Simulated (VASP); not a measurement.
# AlRu (Pm-3m) in VASP: density of states with PBEsol

Aim: the density of states of AlRu with PBEsol.

All numbers are computed with VASP 6.6.1; they aren't measurements. Logs are shortened: lines on timing, memory, paths and dates and some standing lists are left out, and cuts for length are marked.

## Step 1: The cell of the first run

The structure is cubic, space group Pm-3m (No. 221). Conventional cell: a = 2.976 Å, b = 2.976 Å, c = 2.976 Å, α = 90.00°, β = 90.00°, γ = 90.00°. Al (site symmetry m-3m) has 8 Ru at 2.58 Å and 6 Al at 2.98 Å within 3.4 Å. Ru (site symmetry m-3m) has 8 Al at 2.58 Å and 6 Ru at 2.98 Å within 3.4 Å.

## Step 2: Density of states, PBEsol

POSCAR reads:

```
AlRu
1.0
    2.9764078229      0.0000000000      0.0000000000
    0.0000000000      2.9764078229      0.0000000000
    0.0000000000      0.0000000000      2.9764078229
Al Ru
1 1
Direct
    0.0000000000      0.0000000000      0.0000000000
    0.5000000000      0.5000000000      0.5000000000
```

INCAR.step1 reads:

```
ALGO     = Normal         # electronic algorithm
EDIFF    = 1E-6           # SCF threshold, eV
ENCUT    = 520            # plane-wave cutoff, eV
GGA      = PS             # functional
ISIF     = 2              # what is computed and relaxed
ISMEAR   = 0              # smearing method
LASPH    = T              # aspherical terms in the spheres
LCHARG   = T              # write CHGCAR
LMAXMIX  = 4              # l up to which the mixer works
LREAL    = F              # projectors in reciprocal space
LWAVE    = F              # write WAVECAR
NBANDS   = 16             # bands
NELM     = 60             # most SCF steps
PREC     = Accurate       # precision mode
SIGMA    = 0.1            # smearing width, eV
```

KPOINTS.step1 reads:

```
k-points
0
Gamma
  14 14 14
```

INCAR.step2 reads:

```
ALGO     = Normal         # electronic algorithm
EDIFF    = 1E-6           # SCF threshold, eV
ENCUT    = 520            # plane-wave cutoff, eV
GGA      = PS             # functional
ICHARG   = 11             # starting density
ISIF     = 2              # what is computed and relaxed
ISMEAR   = -5             # smearing method
LASPH    = T              # aspherical terms in the spheres
LCHARG   = F              # write CHGCAR
LMAXMIX  = 4              # l up to which the mixer works
LORBIT   = 11             # projections on sites
LREAL    = F              # projectors in reciprocal space
LWAVE    = F              # write WAVECAR
NBANDS   = 16             # bands
NEDOS    = 1001           # points of the DOS
NELM     = 60             # most SCF steps
PREC     = Accurate       # precision mode
SIGMA    = 0.1            # smearing width, eV
```

KPOINTS.step2 reads:

```
k-points
0
Gamma
  21 21 21
```

Potentials or basis: VASP PAW PBE potentials, release 64 (Al, Ru_pv).

Command:

```console
$ cat potpaw_PBE.64/Al/POTCAR potpaw_PBE.64/Ru_pv/POTCAR > POTCAR
$ cp INCAR.step1 INCAR
$ cp KPOINTS.step1 KPOINTS
$ mpirun -np 1 vasp_std > vasp.out
$ cp INCAR.step2 INCAR
$ cp KPOINTS.step2 KPOINTS
$ mpirun -np 1 vasp_std > vasp.out
```

OUTCAR:

```text
EDIFF = 1E-6
   ENCUT = 520
   GGA = PS
   ICHARG = 11
   ISIF = 2
   ISMEAR = -5
   LASPH = T
   LORBIT = 11
   LREAL = F
   NELM = 60
   PREC = Accurate

 ion  position               nearest neighbor table
   1  0.000  0.000  0.000-   2 2.58   2 2.58   2 2.58   2 2.58   2 2.58   2 2.58   2 2.58   2 2.58

   2  0.500  0.500  0.500-   1 2.58   1 2.58   1 2.58   1 2.58   1 2.58   1 2.58   1 2.58   1 2.58

  LATTYP: Found a simple cubic cell.
 ALAT       =     2.9764078229

  Lattice vectors:

 A1 = (   2.9764078229,   0.0000000000,   0.0000000000)
 A2 = (   0.0000000000,   2.9764078229,   0.0000000000)
 A3 = (   0.0000000000,   0.0000000000,   2.9764078229)

Analysis of symmetry for initial positions (statically):
=====================================================================
 Subroutine PRICEL returns:
 Original cell was already a primitive cell.

 Routine SETGRP: Setting up the symmetry group for a
 simple cubic supercell.

 Subroutine GETGRP returns: Found 48 space group operations
 (whereof 48 operations were pure point group operations)
 out of a pool of 48 trial point group operations.

The static configuration has the point symmetry O_h .

Analysis of symmetry for dynamics (positions and initial velocities):
=====================================================================
 Subroutine PRICEL returns:
 Original cell was already a primitive cell.

 Routine SETGRP: Setting up the symmetry group for a
 simple cubic supercell.

 Subroutine GETGRP returns: Found 48 space group operations
 (whereof 48 operations were pure point group operations)
 out of a pool of 48 trial point group operations.

The dynamic configuration has the point symmetry O_h .

 Subroutine INISYM returns: Found 48 space group operations
 (whereof 48 operations are pure point group operations),
 and found     1 'primitive' translations

----------------------------------------------------------------------------------------

                                     Primitive cell

  volume of cell :      26.3680

  direct lattice vectors                    reciprocal lattice vectors
     2.976407823  0.000000000  0.000000000     0.335975464  0.000000000  0.000000000
     0.000000000  2.976407823  0.000000000     0.000000000  0.335975464  0.000000000
     0.000000000  0.000000000  2.976407823     0.000000000  0.000000000  0.335975464

  length of vectors
     2.976407823  2.976407823  2.976407823     0.335975464  0.335975464  0.335975464

  position of ions in fractional coordinates (direct lattice)
     0.000000000  0.000000000  0.000000000
     0.500000000  0.500000000  0.500000000

  ion indices of the primitive-cell ions
   primitive index   ion index
                 1           1
                 2           2

----------------------------------------------------------------------------------------

 KPOINTS: k-points

Automatic generation of k-mesh.
 Grid dimensions read from file:
 generate k-points for:   21   21   21

 Generating k-lattice:

  Cartesian coordinates                     Fractional coordinates (reciprocal lattice)
     0.015998832  0.000000000  0.000000000     0.047619048  0.000000000  0.000000000
     0.000000000  0.015998832  0.000000000     0.000000000  0.047619048  0.000000000
     0.000000000  0.000000000  0.015998832     0.000000000  0.000000000  0.047619048

  Length of vectors
     0.015998832  0.015998832  0.015998832

  Shift w.r.t. Gamma in fractional coordinates (k-lattice)
     0.000000000  0.000000000  0.000000000

 TETIRR: Found   4601 inequivalent tetrahedra from    55566

 Subroutine IBZKPT returns following result:
 ===========================================

 Found    286 irreducible k-points:

 Following reciprocal coordinates:
            Coordinates               Weight
  0.000000  0.000000  0.000000      1.000000
  0.047619  0.000000  0.000000      6.000000
  0.095238  0.000000  0.000000      6.000000
  0.142857  0.000000  0.000000      6.000000
  0.190476  0.000000  0.000000      6.000000
  0.238095  0.000000  0.000000      6.000000
[... 16 lines left out ...]
  0.142857  0.095238  0.000000     24.000000
  0.190476  0.095238  0.000000     24.000000
 [... further k-points ...]
   k-points           NKPTS =    286   k-points in BZ     NKDIM =    286   number of bands    NBANDS=     16
   number of dos      NEDOS =   1001   number of ions     NIONS =      2
   total plane-waves  NPLWV =  13824
   dimension x,y,z NGX =    24 NGY =   24 NGZ =   24
   dimension x,y,z NGXF=    48 NGYF=   48 NGZF=   48
   ions per type =               1   1
   NGX,Y,Z   is equivalent  to a cutoff of  13.41, 13.41, 13.41 a.u.
   NGXF,Y,Z  is equivalent  to a cutoff of  26.81, 26.81, 26.81 a.u.
 SYSTEM =  unknown system
   PREC   = accura    normal or accurate (medium, high low for compatibility)
   ISTART =      0    job   : 0-new  1-cont  2-samecut
   ICHARG =     11    charge: 1-file 2-atom 10-const
   ISPIN  =      1    spin polarized calculation?
   LNONCOLLINEAR =      F non collinear calculations
   LSORBIT =      F    spin-orbit coupling
   LASPH  =      T    aspherical Exc in radial PAW
   ENCUT  =  520.0 eV  38.22 Ry    6.18 a.u.   5.53  5.53  5.53*2*pi/ulx,y,z
   NELM   =     60;   NELMIN=  2; NELMDL=  0     # of ELM steps
   EDIFF  = 0.1E-05   stopping-criterion for ELM
   LREAL  =      F    real-space projection
   EDIFFG = 0.1E-04   stopping-criterion for IOM
   NSW    =      0    number of steps for IOM
   IBRION =     -1    ionic relax: 0-MD 1-quasi-New 2-CG
   NFREE  =      0    steps in history (QN), initial steepest desc. (CG)
   ISIF   =      2    stress and relaxation
   ISYM   =      2    0-nonsym 1-usesym 2-fastsym
   POTIM  = 0.5000    time-step for ionic-motion
   TEBEG  =    0.0;   TEEND  =   0.0 temperature during run
   PSTRESS=    0.0 pullay stress
   NELECT =      17.0000    total number of electrons
   NUPDOWN=      -1.0000    fix difference up-down
   EMIN   =  10.00;   EMAX   =-10.00  energy-range for DOS
   EFERMI =   0.00;   METHOD = LEGACY
   ISMEAR =    -5;   SIGMA  =   0.10  broadening in eV -4-tet -1-fermi 0-gaus
   EFERMI_NEDOS =   21; number of points for ismear=-14 and -15
   IALGO  =     38    algorithm
   IMIX   =      4    mixing-type and parameters
     AMIX     =   0.40;   BMIX     =  1.00
     AMIX_MAG =   1.60;   BMIX_MAG =  1.00
  volume/ion in A,a.u.               =      13.18        88.97
  Fermi-wavevector in a.u.,A,eV,Ry     =   1.414269  2.672581 27.213787  2.000157
  Thomas-Fermi vector in A             =   2.535829
   LORBIT       =     11    0 simple, 1 ext, 2 COOP (PROOUT), +10 PAW based schemes
   GGA     = PS    functional components
   LHFCALC =     F    Hartree Fock is set to
   AEXX    =    0.0000 exact exchange contribution
   IVDW    =     0    specifies the selected vdW correction
   LEPSILON=     F    determine dielectric tensor
   LRPA    =     F    only Hartree local field effects (RPA)
 non-spin polarized calculation
 Fermi weights with tetrahedron method with Bloechl corrections
  energy-cutoff  :      520.00
  volume of cell :       26.37
 maximum number of plane-waves:       739
 NGX is ok and might be reduce to    24

 number of electron      16.9999996 magnetization

 Free energy of the ion-electron system (eV)
  ---------------------------------------------------
  ext. energy  EPLUGINS =         0.00000000
  ---------------------------------------------------
  free energy    TOTEN  =       -15.51971675 eV

  energy without entropy =      -15.51971675  energy(sigma->0) =      -15.51971675

 E-fermi :  10.8063     XC(G=0): -12.7659

 val. band max:       10.8577727863   @ k =   0.4286   0.4286   0.1429
 cond. band min:      10.8089362033   @ k =   0.1429   0.0952   0.0476
 fundamental gap:     -0.0488365830
 Fermi energy:        10.8062697525

 k-point     1 :       0.0000    0.0000    0.0000
  band No.  band energies     occupation
      1     -30.9009      2.00000
      2     -30.9009      2.00000
      3     -30.9009      2.00000
      4       1.0396      2.00000
      5       7.1401      2.00000
      6       7.1401      2.00000
[... 8 lines left out ...]
     15      22.8119      0.00000
     16      26.1837      0.00000

 k-point     2 :       0.0476    0.0000    0.0000
  band No.  band energies     occupation
      1     -30.9060      2.00000
      2     -30.9005      2.00000
      3     -30.9005      2.00000
      4       1.0840      2.00000
      5       7.1558      2.00000
      6       7.1568      2.00000
[... 8 lines left out ...]
     15      22.8121      0.00000
     16      26.3188      0.00000

 k-point     3 :       0.0952    0.0000    0.0000
  band No.  band energies     occupation
      1     -30.9206      2.00000
      2     -30.8993      2.00000
      3     -30.8993      2.00000
      4       1.2162      2.00000
      5       7.2017      2.00000
      6       7.2022      2.00000
[... 8 lines left out ...]
     15      22.8136      0.00000
     16      26.7382      0.00000

 k-point     4 :       0.1429    0.0000    0.0000
  band No.  band energies     occupation
      1     -30.9435      2.00000
      2     -30.8974      2.00000
      3     -30.8974      2.00000
      4       1.4334      2.00000
      5       7.2579      2.00000
      6       7.2764      2.00000
[... 8 lines left out ...]
     15      22.9975      0.00000
     16      27.4601      0.00000
[... 324 lines left out ...]
 k-point    22 :       0.0952    0.0952    0.0000
  band No.  band energies     occupation
      1     -30.9197      2.00000
      2     -30.9180      2.00000
      3     -30.8976      2.00000
      4       1.3904      2.00000
      5       7.2586      2.00000
      6       7.2741      2.00000
[... 8 lines left out ...]
     15      22.8133      0.00000
     16      27.2025      0.00000

 k-point    23 :       0.1429    0.0952    0.0000
  band No.  band energies     occupation
      1     -30.9417      2.00000
      2     -30.9168      2.00000
      3     -30.8957      2.00000
      4       1.6045      2.00000
      5       7.3179      2.00000
      6       7.3507      2.00000
[... 8 lines left out ...]
     15      23.2824      0.00000
     16      27.7991      0.00000

 k-point    24 :       0.1905    0.0952    0.0000
  band No.  band energies     occupation
      1     -30.9706      2.00000
      2     -30.9143      2.00000
      3     -30.8932      2.00000
      4       1.8975      2.00000
      5       7.3633      2.00000
      6       7.4457      2.00000
[... 8 lines left out ...]
     15      23.7927      0.00000
     16      27.8277      0.00000

 [... further k-points ...]
[... 5 lines left out ...]
  --------------------------------------------------------------------------------------
  -------------------------------------------------------------------------------------
  Total       -0.0554478     -0.0554478     -0.0554478     -0.0000000      0.0000000     -0.0000000
  in kB       -3.3691316     -3.3691316     -3.3691316     -0.0000000      0.0000000     -0.0000000
  external PRESSURE =      -3.3691316 kB  Pullay stress =       0.0000000 kB

 VOLUME and BASIS-vectors are now :
 -----------------------------------------------------------------------------
  energy-cutoff  :      520.00
  volume of cell :       26.37
      direct lattice vectors                 reciprocal lattice vectors
     2.976407823  0.000000000  0.000000000     0.335975464  0.000000000  0.000000000
     0.000000000  2.976407823  0.000000000     0.000000000  0.335975464  0.000000000
     0.000000000  0.000000000  2.976407823     0.000000000  0.000000000  0.335975464

 POSITION                                       TOTAL-FORCE (eV/Angst)
 -----------------------------------------------------------------------------------
      0.00000      0.00000      0.00000         0.000000      0.000000      0.000000
      1.48820      1.48820      1.48820         0.000000      0.000000      0.000000
 -----------------------------------------------------------------------------------
    total drift:                                0.000000     -0.000000     -0.000000

  FREE ENERGIE OF THE ION-ELECTRON SYSTEM (eV)
  ---------------------------------------------------
  free  energy   TOTEN  =       -15.5197167506 eV

  energy  without entropy=      -15.5197167506  energy(sigma->0) =      -15.51971675

 total charge

# of ion       s       p       d       tot
------------------------------------------
    1        0.392   0.425   0.000   0.818
    2        0.342   6.253   6.219  12.813
--------------------------------------------------
tot          0.734   6.678   6.219  13.630
```

Run time: 62 s. Hardware: 1 thread of Intel Xeon Platinum 8259CL at 2.50GHz (Skylake/Cascade Lake), shared host; peak memory 0.23 GiB.

Results:

| Quantity | Value |
| --- | --- |
| Valence electrons inside the program's atomic spheres | Al 0.82; Ru 12.81 |

Caveat: the PAW data sets were made with another functional, which shifts forces and pressure a little; tetrahedron occupations give inexact forces and stress in metals.
